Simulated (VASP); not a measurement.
Write the native input for VASP 6.6.1 that does the following.

```yaml
Task: single point
Functional: PBEsol
Potentials_or_basis: VASP PAW PBE potentials, release 64 (Al, N)
Cutoff: 600 eV
k_mesh: 8 × 8 × 8
Occupations: gaussian, width 0.05 eV
Spin: no spin polarisation
Dipole_correction: no
Further_INCAR_settings: ALGO = Normal; EDIFF = 1e-06; NBANDS = 26
```

The structure of AlN lies in POSCAR:

```
AlN
1.0
   -3.1136926464      0.0000000000      0.0000000000
    0.0000000000      5.3930738627      0.0000000000
    1.5568463232     -2.6965369313     -4.9834165464
Al N
4 4
Direct
    0.9994450080      0.3298340160      0.9988900159
    0.4990469159      0.8353245746      0.9980938319
    0.2500389229      0.9169442248      0.5000778458
    0.7484530010      0.4148810324      0.4969060020
    0.8004307071      0.1344859561      0.6008614142
    0.3160773690      0.6486887867      0.6321547380
    0.0582540381      0.7527341565      0.1165080761
    0.5582540380      0.1971072529      0.1165080761
```

This cell differs from its parent crystal: atoms displaced along a vibrational mode.

The input as run:

INCAR

```
  PREC = Accurate
  ENCUT = 600
  EDIFF = 1E-6
  ISMEAR = 0
  SIGMA = 0.05
  LREAL = False
  LASPH = True
  NELM = 120
  ALGO = Normal
  ISIF = 2
  LWAVE = False
  LCHARG = False
  GGA = PS
  NBANDS = 26
  GGA_COMPAT = False
```

KPOINTS

```
Automatic mesh
0
Gamma
  8 8 8
```

Potentials or basis: VASP PAW PBE potentials, release 64 (Al, N).

Launch:

```sh
$ cat potpaw_PBE.64/Al/POTCAR potpaw_PBE.64/N/POTCAR > POTCAR
$ mpirun -np 1 vasp_std > vasp.out
```

It gave:

```json
{"Pressure": "2.5 GPa", "Largest force": "4.937 eV/Å", "Band gap on the k mesh": "3.91 eV"}
```

Caveat: the cell differs from its parent crystal (atoms displaced along a vibrational mode); the PAW data sets were made with another functional, which shifts forces and pressure a little.

It took 2.8 min on 1 thread of Intel(R) Xeon(R) 6975P-C (Granite Rapids), with other jobs on the host, peak memory 0.44 GiB.
